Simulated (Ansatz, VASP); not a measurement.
**Two plane-wave programs on Mg5Te**

```
Mg Te
1.0
    -3.01055    3.01053    4.64381
     3.01055   -3.01053    4.64381
     3.01055    3.01053   -4.64381
Mg Te
5 1
Direct
  0.50000 0.00000 0.50000
  0.50000 0.00000 0.00000
  0.00000 0.00000 0.50000
  0.50000 0.50000 0.50000
  0.00000 0.50000 0.00000
  0.00000 0.50000 0.50000
```

Alike in both runs: functional PBE; k mesh 8 × 8 × 8; occupations gaussian, width 0.1 eV; no spin polarisation.

Ansatz relaxed the structure, and its values are those at the end. VASP's run is a single point on that final structure, the one shown.

|  | VASP | Ansatz |
| --- | --- | --- |
| version | VASP 6.6.1 | Ansatz 0.2.0 |
| potentials or method | VASP PAW PBE potentials, release 64 (Mg, Te), cutoff 520 eV | scalar-relativistic, plane waves, PAW |
| valence electrons in the cell | 16 | 66 |

|  | VASP | Ansatz | Ansatz less VASP |
| --- | --- | --- | --- |
| gap on the k mesh at the Fermi level (eV) | none | none | - |
| pressure (GPa) | -0.1 | 0.0 | +0.07 |

A gap of «none» marks a metal or a gap that the smearing closes. VASP's potentials hold 16 valence electrons a cell and Ansatz's 66, so a difference there can come from the potentials and not from the codes.

Neither program's run includes spin-orbit coupling.
